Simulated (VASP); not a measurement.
Wanted: the native input for a VASP 6.6.1 run.

```yaml
Task: relaxation of cell and atoms
Functional: LDA
Potentials_or_basis: VASP PAW LDA potentials, release 64 (Cs_sv)
Cutoff: 600 eV
k_mesh: 10 × 10 × 10
Occupations: gaussian, width 0.1 eV
Spin: no spin polarisation
Dipole_correction: no
Further_INCAR_settings: ALGO = Normal; EDIFF = 1e-07; IBRION = 2; EDIFFG = -0.005; NSW = 100; ISIF = 3
```

The structure of Cs lies in POSCAR:

```
Cs
1.0
   -2.8817122865      2.8817122865      2.8817122865
    2.8817122865     -2.8817122865      2.8817122865
    2.8817122865      2.8817122865     -2.8817122865
Cs
1
Direct
    0.0000000000      0.0000000000      0.0000000000
```

The input as run:

INCAR

```
ALGO = Normal
EDIFF = 1E-7
EDIFFG = -0.005
ENCUT = 600
GGA = CA
IBRION = 2
ISIF = 3
ISMEAR = 0
LASPH = T
LCHARG = F
LREAL = F
LWAVE = F
NELM = 100
NSW = 100
PREC = Accurate
SIGMA = 0.1
```

KPOINTS

```
k-points
0
Gamma
  10 10 10
```

Potentials or basis: VASP PAW LDA potentials, release 64 (Cs_sv).

The run is started by

```bash
$ cat potpaw_LDA.64/Cs_sv/POTCAR > POTCAR
$ mpirun -np 1 vasp_std > vasp.out
```

It gave:

```yaml
Pressure_after_relaxing: 0.0 GPa
```

Caveat: the relaxation stopped at its first step, so nothing moved.

Run time: 15 s on 1 thread of Intel Xeon 6975P-C, with other jobs on the host, peak memory 0.21 GiB.
